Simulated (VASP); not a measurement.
Input of a VASP 6.6.1 run:

INCAR

```
ALGO = Normal
EDIFF = 1E-8
ENCUT = 520
GGA = PE
IBRION = 8
ISIF = 2
ISMEAR = 0
LASPH = T
LCHARG = F
LEPSILON = T
LREAL = F
LWAVE = F
NBANDS = 14
NELM = 100
NSW = 1
PREC = Accurate
SIGMA = 0.01
```

Contents of KPOINTS:

```
k-points
0
Gamma
  8 8 8
```

The input POSCAR:

```
NaF
1.0
    0.0000000000      2.3505835796      2.3505835796
    2.3505835796      0.0000000000      2.3505835796
    2.3505835796      2.3505835796      0.0000000000
Na F
1 1
Direct
    0.0000000000      0.0000000000      0.0000000000
    0.5000000000      0.5000000000      0.5000000000
```

Potentials or basis: VASP PAW PBE potentials, release 64 (Na_pv, F).

The run is started by

```sh
$ cat potpaw_PBE.64/Na_pv/POTCAR potpaw_PBE.64/F/POTCAR > POTCAR
$ mpirun -np 1 vasp_std > vasp.out
```

(1) Predict the electronic dielectric tensor (diagonal).

(2) What does it give for the Born charges (mean of the diagonal)?

(3) Predict the highest phonon frequency at Γ, LO-TO splitting left out.

Results:

(1) 1.85.

(2) Na +1.01; F -1.01 e.

(3) 228 cm⁻¹.
